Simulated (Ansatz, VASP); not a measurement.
# MgCd2S3 in VASP and in Ansatz

```
Mg Cd S
1.0
     6.52053    0.00000    0.00000
    -3.26026    5.64694    0.00000
     0.00000    0.00000    3.59840
Mg Cd S
1 2 3
Direct
  0.00000 0.00000 0.00000
  0.33333 0.66667 0.00000
  0.66667 0.33333 0.00000
  0.50000 0.00000 0.50000
  0.50000 0.50000 0.50000
  0.00000 0.50000 0.50000
```

Change from the starting cell: species swapped into the ErB2Ru3 type (P6/mmm, No. 191).

Alike in both runs: task relaxation of cell and atoms; functional PBE; k mesh 3 × 3 × 6; occupations gaussian, width 0.1 eV; no spin polarisation.

|  | VASP | Ansatz |
| --- | --- | --- |
| version | VASP 6.6.1 | Ansatz 0.2.0 |
| potentials or method | VASP PAW PBE potentials, release 64 (Mg, Cd, S), cutoff 600 eV | scalar-relativistic, plane waves, PAW |
| valence electrons in the cell | 44 | 68 |

|  | VASP | Ansatz | Ansatz less VASP |
| --- | --- | --- | --- |
| gap on the k mesh at the Fermi level, each at its own relaxed structure (eV) | none | none | - |
| relaxed volume (Å³/atom) | 25.03 | 24.86 | -0.172 |
| relaxed cell length with the largest relative difference (Å) | 7.160 | 7.118 | -0.0423 |

A gap of «none» marks a metal or a gap that the smearing closes. VASP's potentials hold 44 valence electrons a cell and Ansatz's 68, so a difference there can come from the potentials and not from the codes.

The k mesh is coarse, so the values compare programs but aren't converged.
